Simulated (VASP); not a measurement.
# Sb2Pt (Pa-3) in VASP: a series of runs

Aim: see how the results for Sb2Pt move with the level of theory and the settings. Levels: PBE, r2SCAN. Tasks: electric field gradients.

All numbers are computed with VASP 6.6.1; they aren't measurements. Logs are shortened: lines on timing, memory, paths and dates and some standing lists are left out, and cuts for length are marked.

### Step 1. The cell of the first run

It takes space group Pa-3 (No. 205, cubic). Conventional cell: a = 6.440 Å, b = 6.440 Å, c = 6.440 Å, α = 90.00°, β = 90.00°, γ = 90.00°. Sb (site symmetry 3) has 3 Pt at 2.67 Å and 1 Sb at 2.79 Å within 3.5 Å. Pt (site symmetry -3) has 6 Sb at 2.67 Å within 3.5 Å.

### Step 2. Electric field gradients, PBE

INCAR reads:

```
SYSTEM = Sb2Pt
PREC = Accurate
ENCUT = 520
EDIFF = 1E-8
ISMEAR = -1
SIGMA = 0.05
LREAL = .FALSE.
LASPH = .TRUE.
NELM = 100
ALGO = Normal
ISIF = 2
LWAVE = .FALSE.
LCHARG = .FALSE.
GGA = PE
LEFG = .TRUE.
NBANDS = 52
```

KPOINTS reads:

```
regular mesh
0
G
  5 5 5
  0 0 0
```

POSCAR reads:

```
Sb2Pt
1.0
    6.4400000000      0.0000000000      0.0000000000
    0.0000000000      6.4400000000      0.0000000000
    0.0000000000      0.0000000000      6.4400000000
Sb Pt
8 4
Direct
    0.3750000000      0.3750000000      0.3750000000
    0.1250000000      0.6250000000      0.8750000000
    0.8750000000      0.1250000000      0.6250000000
    0.6250000000      0.8750000000      0.1250000000
    0.6250000000      0.6250000000      0.6250000000
    0.8750000000      0.3750000000      0.1250000000
    0.1250000000      0.8750000000      0.3750000000
    0.3750000000      0.1250000000      0.8750000000
    0.0000000000      0.0000000000      0.0000000000
    0.5000000000      0.0000000000      0.5000000000
    0.5000000000      0.5000000000      0.0000000000
    0.0000000000      0.5000000000      0.5000000000
```

Potentials or basis: VASP PAW PBE potentials, release 64 (Sb, Pt).

Command:

```
cat potpaw_PBE.64/Sb/POTCAR potpaw_PBE.64/Pt/POTCAR > POTCAR
mpirun -np 1 vasp_std > vasp.out
```

OUTCAR:

```text
SYSTEM = Sb2Pt
   PREC = Accurate
   ENCUT = 520
   EDIFF = 1E-8
   ISMEAR = -1
   LREAL = .FALSE.
   LASPH = .TRUE.
   NELM = 100
   ISIF = 2
   GGA = PE

 ion  position               nearest neighbor table
   1  0.375  0.375  0.375-  10 2.67  11 2.67  12 2.67   5 2.79   6 3.60   7 3.60   8 3.60   8 3.60
                             7 3.60   6 3.60
   2  0.125  0.625  0.875-   9 2.67  11 2.67  12 2.67   6 2.79   5 3.60   7 3.60   8 3.60   7 3.60
                             8 3.60   5 3.60
   3  0.875  0.125  0.625-   9 2.67  10 2.67  12 2.67   7 2.79   6 3.60   5 3.60   8 3.60   6 3.60
                             5 3.60   8 3.60
   4  0.625  0.875  0.125-   9 2.67  10 2.67  11 2.67   8 2.79   6 3.60   7 3.60   5 3.60   5 3.60
                             6 3.60   7 3.60
   5  0.625  0.625  0.625-  10 2.67  11 2.67  12 2.67   1 2.79   2 3.60   3 3.60   4 3.60   4 3.60
                             3 3.60   2 3.60
   6  0.875  0.375  0.125-   9 2.67  11 2.67  12 2.67   2 2.79   1 3.60   3 3.60   4 3.60   3 3.60
                             4 3.60   1 3.60
   7  0.125  0.875  0.375-   9 2.67  10 2.67  12 2.67   3 2.79   2 3.60   1 3.60   4 3.60   2 3.60
                             1 3.60   4 3.60
   8  0.375  0.125  0.875-   9 2.67  10 2.67  11 2.67   4 2.79   2 3.60   3 3.60   1 3.60   1 3.60
                             2 3.60   3 3.60
   9  0.000  0.000  0.000-   2 2.67   3 2.67   4 2.67   6 2.67   7 2.67   8 2.67
  10  0.500  0.000  0.500-   1 2.67   3 2.67   4 2.67   5 2.67   7 2.67   8 2.67
  11  0.500  0.500  0.000-   1 2.67   2 2.67   4 2.67   5 2.67   6 2.67   8 2.67
  12  0.000  0.500  0.500-   1 2.67   2 2.67   3 2.67   5 2.67   6 2.67   7 2.67

  LATTYP: Found a simple cubic cell.
 ALAT       =     6.4400000000

  Lattice vectors:

 A1 = (   6.4400000000,   0.0000000000,   0.0000000000)
 A2 = (   0.0000000000,   6.4400000000,   0.0000000000)
 A3 = (   0.0000000000,   0.0000000000,   6.4400000000)

Analysis of symmetry for initial positions (statically):
=====================================================================
 Subroutine PRICEL returns:
 Original cell was already a primitive cell.

 Routine SETGRP: Setting up the symmetry group for a
 simple cubic supercell.

 Subroutine GETGRP returns: Found 24 space group operations
 (whereof  6 operations were pure point group operations)
 out of a pool of 48 trial point group operations.

The static configuration has the point symmetry S_6 .
 The point group associated with its full space group is T_h .

Analysis of symmetry for dynamics (positions and initial velocities):
=====================================================================
 Subroutine PRICEL returns:
 Original cell was already a primitive cell.

 Routine SETGRP: Setting up the symmetry group for a
 simple cubic supercell.

 Subroutine GETGRP returns: Found 24 space group operations
 (whereof  6 operations were pure point group operations)
 out of a pool of 48 trial point group operations.

The dynamic configuration has the point symmetry S_6 .
 The point group associated with its full space group is T_h .

 Subroutine INISYM returns: Found 24 space group operations
 (whereof  6 operations are pure point group operations),
 and found     1 'primitive' translations

----------------------------------------------------------------------------------------

                                     Primitive cell

  volume of cell :     267.0900

  direct lattice vectors                    reciprocal lattice vectors
     6.440000000  0.000000000  0.000000000     0.155279503  0.000000000  0.000000000
     0.000000000  6.440000000  0.000000000     0.000000000  0.155279503  0.000000000
     0.000000000  0.000000000  6.440000000     0.000000000  0.000000000  0.155279503

  length of vectors
     6.440000000  6.440000000  6.440000000     0.155279503  0.155279503  0.155279503

  position of ions in fractional coordinates (direct lattice)
     0.375000000  0.375000000  0.375000000
     0.125000000  0.625000000  0.875000000
     0.875000000  0.125000000  0.625000000
     0.625000000  0.875000000  0.125000000
     0.625000000  0.625000000  0.625000000
     0.875000000  0.375000000  0.125000000
[... 105 lines left out ...]
   LHFCALC =     F    Hartree Fock is set to
   AEXX    =    0.0000 exact exchange contribution
   IVDW    =     0    specifies the selected vdW correction
   LEPSILON=     F    determine dielectric tensor
   LRPA    =     F    only Hartree local field effects (RPA)
 non-spin polarized calculation
  energy-cutoff  :      520.00
  volume of cell :      267.09
 maximum number of plane-waves:      7212
   NGX = 23   NGY = 23   NGZ = 23

 number of electron      80.0000002 magnetization

 Free energy of the ion-electron system (eV)
  ---------------------------------------------------
  ext. energy  EPLUGINS =         0.00000000
  ---------------------------------------------------
  free energy    TOTEN  =       -62.98120684 eV

  energy without entropy =      -62.97028702  energy(sigma->0) =      -62.97574693

 E-fermi :   9.4214     XC(G=0): -10.9783

 val. band max:        9.3779720884   @ k =   0.0000   0.0000   0.0000
 cond. band min:       9.4394741484   @ k =   0.2000   0.0000   0.0000
 fundamental gap:      0.0615020599
 Fermi energy:         9.4213912086

 k-point     1 :       0.0000    0.0000    0.0000
  band No.  band energies     occupation
      1      -3.4382      2.00000
      2      -1.1520      2.00000
      3      -1.1520      2.00000
      4      -1.1520      2.00000
      5       0.3675      2.00000
      6       0.3675      2.00000
[... 594 lines left out ...]
     51      12.4419      0.00000
     52      12.4742      0.00000

------------------------ aborting loop because EDIFF is reached ----------------------------------------

  FORCE on cell =-STRESS in cart. coord.  units (eV):
  Direction    XX          YY          ZZ          XY          YZ          ZX
  --------------------------------------------------------------------------------------
  -------------------------------------------------------------------------------------
  Total        9.7958305      9.7958305      9.7958305      0.0000000      0.0000000     -0.0000000
  in kB       58.7616854     58.7616854     58.7616854      0.0000000      0.0000000     -0.0000000
  external PRESSURE =      58.7616854 kB  Pullay stress =       0.0000000 kB

 VOLUME and BASIS-vectors are now :
 -----------------------------------------------------------------------------
  energy-cutoff  :      520.00
  volume of cell :      267.09
      direct lattice vectors                 reciprocal lattice vectors
     6.440000000  0.000000000  0.000000000     0.155279503  0.000000000  0.000000000
     0.000000000  6.440000000  0.000000000     0.000000000  0.155279503  0.000000000
     0.000000000  0.000000000  6.440000000     0.000000000  0.000000000  0.155279503

 POSITION                                       TOTAL-FORCE (eV/Angst)
 -----------------------------------------------------------------------------------
      2.41500      2.41500      2.41500        -0.074264     -0.074264     -0.074264
      0.80500      4.02500      5.63500         0.074264      0.074264     -0.074264
      5.63500      0.80500      4.02500        -0.074264      0.074264      0.074264
      4.02500      5.63500      0.80500         0.074264     -0.074264      0.074264
      4.02500      4.02500      4.02500         0.074264      0.074264      0.074264
      5.63500      2.41500      0.80500        -0.074264     -0.074264      0.074264
      0.80500      5.63500      2.41500         0.074264     -0.074264     -0.074264
      2.41500      0.80500      5.63500        -0.074264      0.074264     -0.074264
      0.00000      0.00000      0.00000        -0.000000     -0.000000      0.000000
      3.22000      0.00000      3.22000        -0.000000     -0.000000      0.000000
      3.22000      3.22000      0.00000        -0.000000     -0.000000      0.000000
      0.00000      3.22000      3.22000        -0.000000     -0.000000      0.000000
 -----------------------------------------------------------------------------------
    total drift:                                0.000000      0.000000      0.000000

  FREE ENERGIE OF THE ION-ELECTRON SYSTEM (eV)
  ---------------------------------------------------
  free  energy   TOTEN  =       -62.9812068428 eV

  energy  without entropy=      -62.9702870237  energy(sigma->0) =      -62.97574693

 Electric field gradients (V/A^2)
---------------------------------------------------------------------
 ion       V_xx      V_yy      V_zz      V_xy      V_xz      V_yz
---------------------------------------------------------------------
   1      -0.000    -0.000     0.000    28.192    28.192    28.192
   2      -0.000    -0.000     0.000    28.192   -28.192   -28.192
   3      -0.000    -0.000     0.000   -28.192   -28.192    28.192
   4      -0.000    -0.000     0.000   -28.192    28.192   -28.192
   5       0.000    -0.000     0.000    28.192    28.192    28.192
   6       0.000    -0.000     0.000    28.192   -28.192   -28.192
   7      -0.000    -0.000     0.000   -28.192   -28.192    28.192
   8      -0.000    -0.000     0.000   -28.192    28.192   -28.192
   9      -0.000    -0.000     0.000   -10.086   -10.086   -10.086
  10      -0.000    -0.000     0.000   -10.086    10.086    10.086
  11      -0.000    -0.000     0.000    10.086    10.086   -10.086
  12      -0.000    -0.000     0.000    10.086   -10.086    10.086
---------------------------------------------------------------------

 Electric field gradients after diagonalization (V/A^2)
 (convention: |V_zz| > |V_xx| > |V_yy|)
----------------------------------------------------------------------
 ion       V_xx      V_yy      V_zz     asymmetry (V_yy - V_xx)/ V_zz
----------------------------------------------------------------------
   1     -28.192   -28.192    56.383       0.000
   2     -28.192   -28.192    56.383       0.000
   3     -28.192   -28.192    56.383       0.000
   4     -28.192   -28.192    56.383       0.000
   5     -28.192   -28.192    56.383       0.000
   6     -28.192   -28.192    56.383       0.000
   7     -28.192   -28.192    56.383       0.000
   8     -28.192   -28.192    56.383       0.000
   9      10.086    10.086   -20.172       0.000
  10      10.086    10.086   -20.172       0.000
  11      10.086    10.086   -20.172       0.000
  12      10.086    10.086   -20.172       0.000
----------------------------------------------------------------------

           NMR quadrupolar parameters

 Cq : quadrupolar parameter    Cq=e*Q*V_zz/h
 eta: asymmetry parameters     (V_yy - V_xx)/ V_zz
 Q  : nuclear electric quadrupole moment in mb (millibarn)
----------------------------------------------------------------------
 ion       Cq(MHz)       eta       Q (mb)
----------------------------------------------------------------------
   1       0.136       0.000       1.000
   2       0.136       0.000       1.000
   3       0.136       0.000       1.000
   4       0.136       0.000       1.000
   5       0.136       0.000       1.000
   6       0.136       0.000       1.000
   7       0.136       0.000       1.000
   8       0.136       0.000       1.000
   9      -0.049       0.000       1.000
  10      -0.049       0.000       1.000
  11      -0.049       0.000       1.000
  12      -0.049       0.000       1.000
----------------------------------------------------------------------
```

Run time: 4.2 min. Hardware: 1 thread of Oxide Virtual Turin-like, shared host; peak memory 0.36 GiB.

Results:

```yaml
Free_energy: -62.9812 eV
Pressure: 5.9 GPa
Band_gap_on_the_k_mesh: zero (band 40 reaches 9.44 eV, above the bottom of band 41 at 9.38 eV)
```

Electric field gradients, principal values (V/Å²):
```tsv
atom	least	middle	greatest (by size)
1 Sb	-28.192	-28.192	56.383
2 Sb	-28.192	-28.192	56.383
3 Sb	-28.192	-28.192	56.383
4 Sb	-28.192	-28.192	56.383
5 Sb	-28.192	-28.192	56.383
6 Sb	-28.192	-28.192	56.383
7 Sb	-28.192	-28.192	56.383
8 Sb	-28.192	-28.192	56.383
9 Pt	10.086	10.086	-20.172
10 Pt	10.086	10.086	-20.172
11 Pt	10.086	10.086	-20.172
12 Pt	10.086	10.086	-20.172
```

Caveat: without QUAD_EFG the Cq values of the log hold for a quadrupole moment of 1 mb, not for the nuclei; spin-orbit coupling is left out, which moves the levels of the heavy elements.

(Part 1 of 2 ends here.)
